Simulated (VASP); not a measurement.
A run of VASP 6.6.1:

The input INCAR:

```
ALGO = Normal ; EDIFF = 1E-6
ENCUT = 1000 ; GGA = PE
GGA_COMPAT = F ; ISIF = 2
ISMEAR = -1 ; ISYM = 0
LASPH = T ; LCHARG = F
LREAL = Auto ; LWAVE = F
NBANDS = 90 ; NELM = 120
PREC = Accurate ; SIGMA = 0.1034
```

The input KPOINTS:

```
k-points
0
Gamma
  1 1 1
```

POSCAR

```
ZnWO4
1.0
    6.3295770000      0.1311510000     -0.0352210000
    0.1311510000      5.9276150000     -0.0312300000
   -0.0352210000     -0.0312300000      6.2590500000
W O Zn
3 12 3
Direct
    0.7391542945      0.6762756141      0.8255939545
    0.6695177028      0.5652347649      0.3435154480
    0.3629089682      0.0095403061      0.2301036037
    0.6697198403      0.4135933426      0.5860559865
    0.2254381372      0.1147375848     -0.0071832928
   -0.0193893509      0.4595268794      0.8119593408
    0.9321235189      0.6618769141      0.4156726242
    0.5246990975      0.2359629946      0.2845212215
    0.3306558394      0.5837756043      0.2649655046
    0.5890358190      0.8498249180      0.0609852075
    0.9003085927      0.9215545014      0.8265340453
    0.1610319799      0.0929447272      0.4302294072
    0.5539834767      0.8162382689      0.4900638233
    0.4217944686      0.6394542944      0.7785025172
    0.7195051911      0.4597742161      0.0681513075
    0.3093969273      0.4529547372      0.9799875453
    0.1877685268      0.9018678294      0.7263625834
    0.1571615058      0.4457609527      0.5143195053
```

Potentials or basis: VASP PAW PBE potentials, release 64 (W_sv, O_h, Zn).

The run is started by

```console
$ cat potpaw_PBE.64/W_sv/POTCAR potpaw_PBE.64/O_h/POTCAR potpaw_PBE.64/Zn/POTCAR > POTCAR
$ mpirun -np 1 vasp_gam > vasp.out
```

Hardware: 1 thread of AMD EPYC 7R43 64-Core Processor (Zen 3), with other jobs on the host.

Question: Estimate the wall time of this run.

Answer: It took 3.1 min on 1 thread of AMD EPYC 7R43 64-Core Processor (Zen 3) (shared host), peak memory 0.58 GiB. Counts: scf iterations 19, k points 1.
